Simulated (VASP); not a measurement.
A run of VASP 6.6.1 is set up as follows.

Contents of INCAR:

```
SYSTEM = BaTiO3
ALGO = Normal
EDIFF = 1E-7
EDIFFG = -0.005
ENCUT = 600
GGA = PE
IBRION = 2
ISIF = 3
ISMEAR = 0
LASPH = .True.
LCHARG = .False.
LREAL = .False.
LWAVE = .False.
NELM = 80
NSW = 80
PREC = Accurate
PSTRESS = 100.0
SIGMA = 0.01
```

KPOINTS

```
k-points
0
Gamma
  4 4 4
  0 0 0
```

File POSCAR:

```
BaTiO3
1.0
    3.9998000000      0.0000000000      0.0000000000
    0.0000000000      3.9998000000      0.0000000000
    0.0000000000      0.0000000000      4.0180000000
Ba Ti O
1 1 3
Direct
    0.0000000000      0.0000000000      0.0000000000
    0.5000000000      0.5000000000      0.4900000000
    0.5000000000      0.5000000000      0.0190000000
    0.5000000000      0.0000000000      0.5170000000
    0.0000000000      0.5000000000      0.5170000000
```

Potentials or basis: VASP PAW PBE potentials, release 64 (Ba_sv, Ti_sv, O).

Command:

```bash
$ cat potpaw_PBE.64/Ba_sv/POTCAR potpaw_PBE.64/Ti_sv/POTCAR potpaw_PBE.64/O/POTCAR > POTCAR
$ mpirun -np 1 vasp_std > vasp.out
```

Problem. Predict the relaxed volume.

Solution. 12.49 Å³/atom.

Problem. Estimate the space group after relaxing (to 0.05 Å).

Solution. P4mm (No. 99).

Problem. What does it give for the band gap on the k mesh?

Solution. 1.83 eV, indirect (least direct gap 2.15 eV).

Problem. Estimate the relaxed cell.

Solution. a = 3.949 Å, b = 3.949 Å, c = 4.004 Å, α = 90.00°, β = 90.00°, γ = 90.00°.

Final structure:
```yaml
crystal:
  lattice:
    - [3.94896, 0.00000, 0.00000]
    - [0.00000, 3.94896, 0.00000]
    - [0.00000, 0.00000, 4.00406]
  atoms:
    - { symbol: Ba, position: [0.00000, 0.00000, 0.00174] }
    - { symbol: Ti, position: [0.50000, 0.50000, 0.48679] }
    - { symbol: O, position: [0.50000, 0.50000, 0.02235] }
    - { symbol: O, position: [0.50000, 0.00000, 0.51606] }
    - { symbol: O, position: [0.00000, 0.50000, 0.51606] }
```

Caveat: the cell is relaxed towards a set pressure, so the enthalpy falls and the energy may rise; spin-orbit coupling is left out, which moves the levels of the heavy elements. A k mesh can miss the band edges.
